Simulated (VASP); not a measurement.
# ZnSe (k06): single point with PBEsol

Crystal: ZnSe (k06).

```xyz
2
Lattice="0.0000 2.8167 2.8167 2.8167 0.0000 2.8167 2.8167 2.8167 0.0000" Properties=species:S:1:pos:R:3 pbc="T T T"
Zn    0.0000    0.0000    0.0000
Se    1.4084    1.4084    1.4084
```

```
Program                : VASP 6.6.1
Task                   : single point
Functional             : PBEsol
Potentials or basis    : VASP PAW PBE potentials, release 64 (Zn, Se)
Cutoff                 : 520 eV
k mesh                 : 12 × 12 × 12
Occupations            : gaussian, width 0.02 eV
Spin                   : no spin polarisation
Dipole correction      : no
Further INCAR settings : ALGO = Normal; EDIFF = 1e-06; NBANDS = 16
```

- Pressure: 0.3 GPa
- Band gap on the k mesh: 1.24 eV, direct

Levels at points of the mesh, in eV from the valence-band top:
```tsv
k point	band 5	band 6	band 7	band 8	band 9	band 10	band 11	band 12	band 13	band 14
(0.00, 0.00, 0.00)	-6.24	-6.24	0.00	0.00	0.00	1.24	5.73	5.73	5.73	9.81
(0.50, 0.00, 0.00)	-6.22	-6.07	-5.40	-0.90	-0.90	2.48	6.30	6.30	8.45	10.90
(0.50, 0.50, 0.00)	-6.18	-6.05	-4.87	-2.28	-2.28	2.80	3.37	10.74	11.30	11.30
```

Run time: 38 s on 1 thread of Intel Xeon 6975P-C, with other jobs on the host, peak memory 0.2 GiB.

Caveat: the PAW data sets were made with another functional, which shifts forces and pressure a little.
